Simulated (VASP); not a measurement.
# BeRhS3 (P6/mmm) in VASP: further runs

Runs on BeRhS3. Level: PBE. Tasks: single point.

All numbers are computed with VASP 6.6.1; they aren't measurements. Logs are shortened: lines on timing, memory, paths and dates and some standing lists are left out, and cuts for length are marked.

## Step 1: The cell of the first run

The structure is hexagonal, space group P6/mmm (No. 191). The conventional cell has a = 4.981 Å, b = 4.981 Å, c = 4.149 Å, α = 90.00°, β = 90.00°, γ = 120.00°. Within 2.7 Å of Be (site symmetry 6/mmm) lie 2 Rh at 2.07 Å and 6 S at 2.49 Å. Within 2.7 Å of Rh (site symmetry 6/mmm) lie 2 Be at 2.07 Å. Within 3.3 Å of S (site symmetry mmm) lie 2 Be at 2.49 Å and 4 S at 2.49 Å and 4 Rh at 3.24 Å.

The cell was built from a structure type or drawn by symmetry, and may not be a known phase.

## Step 2: Single point, PBE, collinear spin, ferromagnetic start

INCAR reads:

```
ALGO = Normal
EDIFF = 1E-7
ENCUT = 520
GGA = PE
ISIF = 2
ISMEAR = 0
ISPIN = 2
LASPH = T
LCHARG = F
LMAXMIX = 4
LORBIT = 11
LREAL = F
LWAVE = F
MAGMOM = 0 1 0 0 0
NBANDS = 30
NELM = 150
PREC = Accurate
SIGMA = 0.1
```

KPOINTS reads:

```
k-points
0
Gamma
  6 6 4
```

POSCAR reads:

```
BeRhS3
1.0
    4.9806475322      0.0000000000      0.0000000000
   -2.4903237661      4.3133672902      0.0000000000
    0.0000000000      0.0000000000      4.1492063702
Be Rh S
1 1 3
Direct
    0.0000000000      0.0000000000      0.5000000000
    0.0000000000      0.0000000000      0.0000000000
    0.5000000000      0.0000000000      0.5000000000
    0.0000000000      0.5000000000      0.5000000000
    0.5000000000      0.5000000000      0.5000000000
```

Potentials or basis: VASP PAW PBE potentials, release 64 (Be, Rh_pv, S).

Command:

```
> cat potpaw_PBE.64/Be/POTCAR potpaw_PBE.64/Rh_pv/POTCAR potpaw_PBE.64/S/POTCAR > POTCAR
> mpirun -np 1 vasp_std > vasp.out
```

OUTCAR:

```text
EDIFF = 1E-7
   ENCUT = 520
   GGA = PE
   ISIF = 2
   ISMEAR = 0
   ISPIN = 2
   LASPH = T
   LORBIT = 11
   LREAL = F
   NELM = 150
   PREC = Accurate

 ion  position               nearest neighbor table
   1  0.000  0.000  0.500-   2 2.07   2 2.07   3 2.49   3 2.49   4 2.49   4 2.49   5 2.49   5 2.49

   2  0.000  0.000  0.000-   1 2.07   1 2.07
   3  0.500  0.000  0.500-   1 2.49   1 2.49   5 2.49   5 2.49   4 2.49   4 2.49
   4  0.000  0.500  0.500-   5 2.49   5 2.49   1 2.49   1 2.49   3 2.49   3 2.49
   5  0.500  0.500  0.500-   4 2.49   4 2.49   1 2.49   3 2.49   3 2.49   1 2.49

  LATTYP: Found a hexagonal cell.
 ALAT       =     4.9806475322
 C/A-ratio  =     0.8330656493

  Lattice vectors:

 A1 = (   4.9806475322,   0.0000000000,   0.0000000000)
 A2 = (  -2.4903237661,   4.3133672902,   0.0000000000)
 A3 = (   0.0000000000,   0.0000000000,   4.1492063702)

Analysis of symmetry for initial positions (statically):
=====================================================================
 Subroutine PRICEL returns:
 Original cell was already a primitive cell.

 Routine SETGRP: Setting up the symmetry group for a
 hexagonal supercell.

 Subroutine GETGRP returns: Found 24 space group operations
 (whereof 24 operations were pure point group operations)
 out of a pool of 24 trial point group operations.

The static configuration has the point symmetry D_6h.

Analysis of symmetry for dynamics (positions and initial velocities):
=====================================================================
 Subroutine PRICEL returns:
 Original cell was already a primitive cell.

 Routine SETGRP: Setting up the symmetry group for a
 hexagonal supercell.

 Subroutine GETGRP returns: Found 24 space group operations
 (whereof 24 operations were pure point group operations)
 out of a pool of 24 trial point group operations.

The dynamic configuration has the point symmetry D_6h.

Analysis of structural, dynamic, and magnetic symmetry:
=====================================================================
 Subroutine PRICEL returns:
 Original cell was already a primitive cell.

 Routine SETGRP: Setting up the symmetry group for a
 hexagonal supercell.

 Subroutine GETGRP returns: Found 24 space group operations
 (whereof 24 operations were pure point group operations)
 out of a pool of 24 trial point group operations.

The overall configuration has the point symmetry D_6h.

 Subroutine INISYM returns: Found 24 space group operations
 (whereof 24 operations are pure point group operations),
 and found     1 'primitive' translations

----------------------------------------------------------------------------------------

                                     Primitive cell

  volume of cell :      89.1389

  direct lattice vectors                    reciprocal lattice vectors
     4.980647532  0.000000000  0.000000000     0.200777106  0.115918716  0.000000000
    -2.490323766  4.313367290  0.000000000     0.000000000  0.231837433  0.000000000
     0.000000000  0.000000000  4.149206370     0.000000000  0.000000000  0.241009945

  length of vectors
     4.980647532  4.980647532  4.149206370     0.231837433  0.231837433  0.241009945

  position of ions in fractional coordinates (direct lattice)
     0.000000000  0.000000000  0.500000000
     0.000000000  0.000000000  0.000000000
     0.500000000  0.000000000  0.500000000
     0.000000000  0.500000000  0.500000000
     0.500000000  0.500000000  0.500000000

  ion indices of the primitive-cell ions
   primitive index   ion index
                 1           1
                 2           2
                 3           3
                 4           4
                 5           5

----------------------------------------------------------------------------------------

 KPOINTS: k-points

Automatic generation of k-mesh.
 Grid dimensions read from file:
 generate k-points for:    6    6    4

 Generating k-lattice:

  Cartesian coordinates                     Fractional coordinates (reciprocal lattice)
     0.033462851  0.019319786  0.000000000     0.166666667  0.000000000  0.000000000
     0.000000000  0.038639572  0.000000000     0.000000000  0.166666667  0.000000000
     0.000000000  0.000000000  0.060252486     0.000000000  0.000000000  0.250000000

  Length of vectors
     0.038639572  0.038639572  0.060252486

  Shift w.r.t. Gamma in fractional coordinates (k-lattice)
     0.000000000  0.000000000  0.000000000

 Subroutine IBZKPT returns following result:
 ===========================================

 Found     21 irreducible k-points:

 Following reciprocal coordinates:
            Coordinates               Weight
  0.000000  0.000000  0.000000      1.000000
  0.166667  0.000000  0.000000      6.000000
  0.333333  0.000000  0.000000      6.000000
  0.500000 -0.000000  0.000000      3.000000
  0.166667  0.166667  0.000000      6.000000
  0.333333  0.166667  0.000000     12.000000
[... 13 lines left out ...]
  0.333333  0.166667  0.500000     12.000000
  0.333333  0.333333  0.500000      2.000000
   k-points           NKPTS =     21   k-points in BZ     NKDIM =     21   number of bands    NBANDS=     30
   number of dos      NEDOS =    301   number of ions     NIONS =      5
   total plane-waves  NPLWV =  51200
   dimension x,y,z NGX =    40 NGY =   40 NGZ =   32
   dimension x,y,z NGXF=    80 NGYF=   80 NGZF=   64
   ions per type =               1   1   3
   NGX,Y,Z   is equivalent  to a cutoff of  13.35, 13.35, 12.82 a.u.
   NGXF,Y,Z  is equivalent  to a cutoff of  26.70, 26.70, 25.64 a.u.
 SYSTEM =  unknown system
   PREC   = accura    normal or accurate (medium, high low for compatibility)
   ISTART =      0    job   : 0-new  1-cont  2-samecut
   ICHARG =      2    charge: 1-file 2-atom 10-const
   ISPIN  =      2    spin polarized calculation?
   LNONCOLLINEAR =      F non collinear calculations
   LSORBIT =      F    spin-orbit coupling
   LASPH  =      T    aspherical Exc in radial PAW
   ENCUT  =  520.0 eV  38.22 Ry    6.18 a.u.   9.26  9.26  7.71*2*pi/ulx,y,z
   NELM   =    150;   NELMIN=  2; NELMDL= -5     # of ELM steps
   EDIFF  = 0.1E-06   stopping-criterion for ELM
   LREAL  =      F    real-space projection
   EDIFFG = 0.1E-05   stopping-criterion for IOM
   NSW    =      0    number of steps for IOM
   IBRION =     -1    ionic relax: 0-MD 1-quasi-New 2-CG
   NFREE  =      0    steps in history (QN), initial steepest desc. (CG)
   ISIF   =      2    stress and relaxation
   ISYM   =      2    0-nonsym 1-usesym 2-fastsym
   POTIM  = 0.5000    time-step for ionic-motion
   TEBEG  =    0.0;   TEEND  =   0.0 temperature during run
   PSTRESS=    0.0 pullay stress
   NELECT =      35.0000    total number of electrons
   NUPDOWN=      -1.0000    fix difference up-down
   EMIN   =  10.00;   EMAX   =-10.00  energy-range for DOS
   EFERMI =   0.00;   METHOD = LEGACY
   ISMEAR =     0;   SIGMA  =   0.10  broadening in eV -4-tet -1-fermi 0-gaus
   EFERMI_NEDOS =   21; number of points for ismear=-14 and -15
   IALGO  =     38    algorithm
   IMIX   =      4    mixing-type and parameters
     AMIX     =   0.40;   BMIX     =  1.00
     AMIX_MAG =   1.60;   BMIX_MAG =  1.00
  volume/ion in A,a.u.               =      17.83       120.31
  Fermi-wavevector in a.u.,A,eV,Ry     =   1.198786  2.265378 19.552775  1.437088
  Thomas-Fermi vector in A             =   2.334666
   LORBIT       =     11    0 simple, 1 ext, 2 COOP (PROOUT), +10 PAW based schemes
   GGA     = PE    functional components
   LHFCALC =     F    Hartree Fock is set to
   AEXX    =    0.0000 exact exchange contribution
   IVDW    =     0    specifies the selected vdW correction
   LEPSILON=     F    determine dielectric tensor
   LRPA    =     F    only Hartree local field effects (RPA)
 spin polarized calculation
 Gauss-broadening in eV      SIGMA  =   0.10
  energy-cutoff  :      520.00
  volume of cell :       89.14
 maximum number of plane-waves:      2433
 NGX is ok and might be reduce to    40
   NGX = 19   NGY = 19   NGZ = 15

 number of electron      34.9999999 magnetization       0.4268961

 Free energy of the ion-electron system (eV)
  ---------------------------------------------------
  ext. energy  EPLUGINS =         0.00000000
  ---------------------------------------------------
  free energy    TOTEN  =       -18.42293303 eV

  energy without entropy =      -18.39017610  energy(sigma->0) =      -18.40655457

 E-fermi :   5.3661     XC(G=0): -10.0349

 val. band max:        5.3650253032   @ k =   0.1667   0.1667   0.2500
 cond. band min:       5.3759664503   @ k =   0.1667   0.0000   0.2500
 fundamental gap:      0.0109411471
 Fermi energy:         5.3661095120

 spin component 1

 k-point     1 :       0.0000    0.0000    0.0000
  band No.  band energies     occupation
      1     -40.2445      1.00000
      2     -39.8420      1.00000
      3     -39.8420      1.00000
      4     -10.8354      1.00000
      5      -5.9188      1.00000
      6      -5.9188      1.00000
[... 21 lines left out ...]
     28      14.4464      0.00000
     29      14.6856      0.00000

 k-point     2 :       0.1667    0.0000    0.0000
  band No.  band energies     occupation
      1     -40.2445      1.00000
      2     -39.8420      1.00000
      3     -39.8420      1.00000
      4     -10.6686      1.00000
      5      -6.6725      1.00000
      6      -6.0364      1.00000
[... 21 lines left out ...]
     28      14.4587      0.00000
     29      14.7133      0.00000

 k-point     3 :       0.3333    0.0000    0.0000
  band No.  band energies     occupation
      1     -40.2445      1.00000
      2     -39.8421      1.00000
      3     -39.8420      1.00000
      4     -10.1987      1.00000
      5      -7.8902      1.00000
      6      -6.2410      1.00000
[... 541 lines left out ...]
      4      -9.6956      1.00000
      5      -8.4206      1.00000
      6      -6.4042      1.00000
[... 21 lines left out ...]
     28      15.1646      0.00000
     29      16.5361      0.00000

 k-point    21 :       0.3333    0.3333    0.5000
  band No.  band energies     occupation
      1     -40.2400      1.00000
      2     -39.8418      1.00000
      3     -39.8418      1.00000
      4      -9.1003      1.00000
      5      -9.1003      1.00000
      6      -6.5637      1.00000
[... 21 lines left out ...]
     28      13.9623      0.00000
     29      17.8648      0.00000
 Fermi energy:         5.3661095120

 spin component 2

 k-point     1 :       0.0000    0.0000    0.0000
  band No.  band energies     occupation
      1     -40.1004      1.00000
      2     -39.5837      1.00000
      3     -39.5837      1.00000
      4     -10.7986      1.00000
      5      -5.8650      1.00000
      6      -5.8650      1.00000
[... 21 lines left out ...]
     28      14.4974      0.00000
     29      14.7221      0.00000

 k-point     2 :       0.1667    0.0000    0.0000
  band No.  band energies     occupation
      1     -40.1004      1.00000
      2     -39.5838      1.00000
      3     -39.5837      1.00000
      4     -10.6316      1.00000
      5      -6.6255      1.00000
      6      -5.9840      1.00000
[... 21 lines left out ...]
     28      14.4772      0.00000
     29      14.7624      0.00000

 k-point     3 :       0.3333    0.0000    0.0000
  band No.  band energies     occupation
      1     -40.1004      1.00000
      2     -39.5838      1.00000
      3     -39.5838      1.00000
      4     -10.1609      1.00000
      5      -7.8484      1.00000
      6      -6.1908      1.00000
[... 541 lines left out ...]
      4      -9.6570      1.00000
      5      -8.3801      1.00000
      6      -6.3565      1.00000
[... 21 lines left out ...]
     28      15.2060      0.00000
     29      16.5717      0.00000

 k-point    21 :       0.3333    0.3333    0.5000
  band No.  band energies     occupation
      1     -40.0958      1.00000
      2     -39.5835      1.00000
      3     -39.5835      1.00000
      4      -9.0607      1.00000
      5      -9.0607      1.00000
      6      -6.5180      1.00000
[... 21 lines left out ...]
     28      14.0105      0.00000
     29      17.9010      0.00000
 [bands above 29 left out]

------------------------ aborting loop because EDIFF is reached ----------------------------------------

  FORCE on cell =-STRESS in cart. coord.  units (eV):
  Direction    XX          YY          ZZ          XY          YZ          ZX
  --------------------------------------------------------------------------------------
  -------------------------------------------------------------------------------------
  Total       -0.0280048     -0.0280048      0.0706376      0.0000000      0.0000000      0.0000000
  in kB       -0.5033571     -0.5033571      1.2696368      0.0000000      0.0000000      0.0000000
  external PRESSURE =       0.0876409 kB  Pullay stress =       0.0000000 kB

 VOLUME and BASIS-vectors are now :
 -----------------------------------------------------------------------------
  energy-cutoff  :      520.00
  volume of cell :       89.14
      direct lattice vectors                 reciprocal lattice vectors
     4.980647532  0.000000000  0.000000000     0.200777106  0.115918716  0.000000000
    -2.490323766  4.313367290  0.000000000     0.000000000  0.231837433  0.000000000
     0.000000000  0.000000000  4.149206370     0.000000000  0.000000000  0.241009945

 POSITION                                       TOTAL-FORCE (eV/Angst)
 -----------------------------------------------------------------------------------
      0.00000      0.00000      2.07460         0.000000      0.000000      0.000000
      0.00000      0.00000      0.00000         0.000000      0.000000      0.000000
      2.49032      0.00000      2.07460        -0.000000      0.000000      0.000000
     -1.24516      2.15668      2.07460        -0.000000      0.000000      0.000000
      1.24516      2.15668      2.07460         0.000000      0.000000      0.000000
 -----------------------------------------------------------------------------------
    total drift:                                0.000000      0.000000     -0.000000

  FREE ENERGIE OF THE ION-ELECTRON SYSTEM (eV)
  ---------------------------------------------------
  free  energy   TOTEN  =       -18.4229330319 eV

  energy  without entropy=      -18.3901761001  energy(sigma->0) =      -18.40655457

 total charge

# of ion       s       p       d       tot
------------------------------------------
    1        0.414   0.589   0.000   1.003
    2        0.224   6.073   7.476  13.773
    3        1.421   2.110   0.000   3.531
    4        1.421   2.110   0.000   3.531
    5        1.421   2.110   0.000   3.531
--------------------------------------------------
tot          4.902  12.990   7.476  25.368

 magnetization (x)

# of ion       s       p       d       tot
------------------------------------------
    1       -0.004  -0.006   0.000  -0.010
    2       -0.000   0.000   0.291   0.291
    3        0.001   0.033   0.000   0.034
    4        0.001   0.033   0.000   0.034
    5        0.001   0.033   0.000   0.034
--------------------------------------------------
tot         -0.000   0.092   0.291   0.383
```

Run time: 3.7 min. Hardware: 1 thread of Intel Xeon Platinum 8375C at 2.90GHz (Ice Lake), shared host; peak memory 0.29 GiB.

What came out:

```yaml
Free_energy: -18.4229 eV
Pressure: 0.0 GPa
Net_moment: 0.43 μB per cell
Site_moments: Be -0.01; Rh +0.29; S +0.03 μB
Valence_electrons_inside_the_program's_atomic_spheres: Be 1.00; Rh 13.77; S 3.53
```

Caveat: the k points lie up to 0.38 Å⁻¹ apart.

## Step 3: Single point, PBE, collinear spin, ferromagnetic start

This run uses another cell than the first one, of 20.81 Å³/atom.

INCAR reads:

```
PREC = Accurate
ENCUT = 520
EDIFF = 1E-7
ISMEAR = 0
SIGMA = 0.1
LREAL = False
LASPH = True
NELM = 150
ALGO = Normal
ISIF = 2
LWAVE = False
LCHARG = False
ISPIN = 2
MAGMOM = 0 1 0 0 0
LORBIT = 11
LMAXMIX = 4
GGA = PE
NBANDS = 30
```

KPOINTS reads:

```
regular mesh
0
Gamma
  6 6 4
```

POSCAR: that of step 2 with these lines changed.

```diff
@@ -2,5 +2,5 @@
 1.0
-    4.9806475322      0.0000000000      0.0000000000
-   -2.4903237661      4.3133672902      0.0000000000
-    0.0000000000      0.0000000000      4.1492063702
+    4.3436964400      0.0000000000      0.0000000000
+   -2.1718482200      3.7617514600      0.0000000000
+    0.0000000000      0.0000000000      6.3685442800
 Be Rh S
```

Potentials or basis: VASP PAW PBE potentials, release 64 (Be, Rh_pv, S).

Command:

```
> cat potpaw_PBE.64/Be/POTCAR potpaw_PBE.64/Rh_pv/POTCAR potpaw_PBE.64/S/POTCAR > POTCAR
> mpirun -np 1 vasp_std > vasp.out
```

OUTCAR:

```text
PREC = Accurate
   ENCUT = 520
   EDIFF = 1E-7
   ISMEAR = 0
   LREAL = False
   LASPH = True
   NELM = 150
   ISIF = 2
   ISPIN = 2
   LORBIT = 11
   GGA = PE

 ion  position               nearest neighbor table
   1  0.000  0.000  0.500-   4 2.17   5 2.17   4 2.17   5 2.17   3 2.17   3 2.17
   2  0.000  0.000  0.000-
   3  0.500  0.000  0.500-   4 2.17   5 2.17   5 2.17   4 2.17   1 2.17   1 2.17
   4  0.000  0.500  0.500-   1 2.17   3 2.17   1 2.17   3 2.17   5 2.17   5 2.17
   5  0.500  0.500  0.500-   1 2.17   3 2.17   3 2.17   1 2.17   4 2.17   4 2.17

  LATTYP: Found a hexagonal cell.
 ALAT       =     4.3436964400
 C/A-ratio  =     1.4661577686
[... 1571 lines left out ...]
     0.000000000  0.000000000  6.368544280     0.000000000  0.000000000  0.157021755

 POSITION                                       TOTAL-FORCE (eV/Angst)
 -----------------------------------------------------------------------------------
      0.00000      0.00000      3.18427         0.000000      0.000000      0.000000
      0.00000      0.00000      0.00000         0.000000      0.000000      0.000000
      2.17185      0.00000      3.18427        -0.000000      0.000000      0.000000
     -1.08592      1.88088      3.18427        -0.000000      0.000000      0.000000
      1.08592      1.88088      3.18427         0.000000      0.000000      0.000000
 -----------------------------------------------------------------------------------
    total drift:                                0.000000      0.000000     -0.000000

  FREE ENERGIE OF THE ION-ELECTRON SYSTEM (eV)
  ---------------------------------------------------
  free  energy   TOTEN  =       -13.7269747520 eV

  energy  without entropy=      -13.6591882502  energy(sigma->0) =      -13.69308150

 total charge

# of ion       s       p       d       tot
------------------------------------------
    1        0.405   0.592   0.000   0.997
    2        0.147   5.994   7.318  13.459
    3        1.407   2.267   0.000   3.673
    4        1.407   2.267   0.000   3.673
    5        1.407   2.267   0.000   3.673
--------------------------------------------------
tot          4.772  13.386   7.318  25.476

 magnetization (x)

# of ion       s       p       d       tot
------------------------------------------
    1        0.007   0.009   0.000   0.016
    2        0.038   0.003   1.323   1.363
    3        0.003   0.027   0.000   0.029
    4        0.003   0.027   0.000   0.029
    5        0.003   0.027   0.000   0.029
--------------------------------------------------
tot          0.053   0.092   1.323   1.467
```

stdout:

```text
POSCAR found type information on POSCAR BeRhS
 POSCAR found :  3 types and       5 ions
 scaLAPACK will be used
 LDA part: xc-table for (Slater+PW92), standard interpolation
 POSCAR, INCAR and KPOINTS ok, starting setup
 FFT: planning ... GRIDC
 FFT: planning ... GRID_SOFT
 FFT: planning ... GRID
 WAVECAR not read
 entering main loop
```

Run time: 2.5 min. Hardware: 1 thread of Intel Xeon Platinum 8375C at 2.90GHz (Ice Lake), shared host; peak memory 0.31 GiB.

Results:

```
Free energy                                           : -13.7270 eV
Pressure                                              : 15.3 GPa
Net moment                                            : 1.67 μB per cell
Site moments                                          : Be +0.02; Rh +1.36; S +0.03 μB
Valence electrons inside the program's atomic spheres : Be 1.00; Rh 13.46; S 3.67
```

Caveat: the cell stands under pressure.
